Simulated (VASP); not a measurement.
Ge3N4, 14 atoms in the cell. Symmetry: P6_3/m, No. 176, hexagonal system. The conventional cell has a = 8.044 Å, b = 8.044 Å, c = 3.080 Å, α = 90.00°, β = 90.00°, γ = 120.00°. Ge (site symmetry m) has 4 N at 1.83 to 1.84 Å within 2.4 Å. N (site symmetry -6) has 3 Ge at 1.83 Å within 2.4 Å. Within 2.4 Å of N (site symmetry m) lie 3 Ge at 1.84 Å. 

```yaml
Program: VASP 6.6.1
Task: single point
Functional: r2SCAN
Potentials_or_basis: VASP PAW PBE potentials, release 64 (Ge_d, N)
Cutoff: 660 eV
k_mesh: 6 × 6 × 8
Occupations: fermi-dirac, width 0.02 eV
Spin: no spin polarisation
Dipole_correction: no
Further_INCAR_settings: ALGO = Normal; EDIFF = 1e-06; NBANDS = 75
```

Potentials or basis: VASP PAW PBE potentials, release 64 (Ge_d, N).

The run is started by

```bash
$ cat potpaw_PBE.64/Ge_d/POTCAR potpaw_PBE.64/N/POTCAR > POTCAR
$ cp INCAR.step1 INCAR
$ mpirun -np 4 vasp_std > vasp.out
$ cp INCAR.step2 INCAR
$ mpirun -np 4 vasp_std > vasp.out
```

Hardware: 4 MPI ranks on Intel(R) Xeon(R) Platinum 8488C (Sapphire Rapids), with other jobs on the host.

Problem. Estimate the wall time of this run.

Solution. It took 11 min on 4 MPI ranks on Intel(R) Xeon(R) Platinum 8488C (Sapphire Rapids) (shared host), peak memory 0.73 GiB a rank. Counts: k points 40.
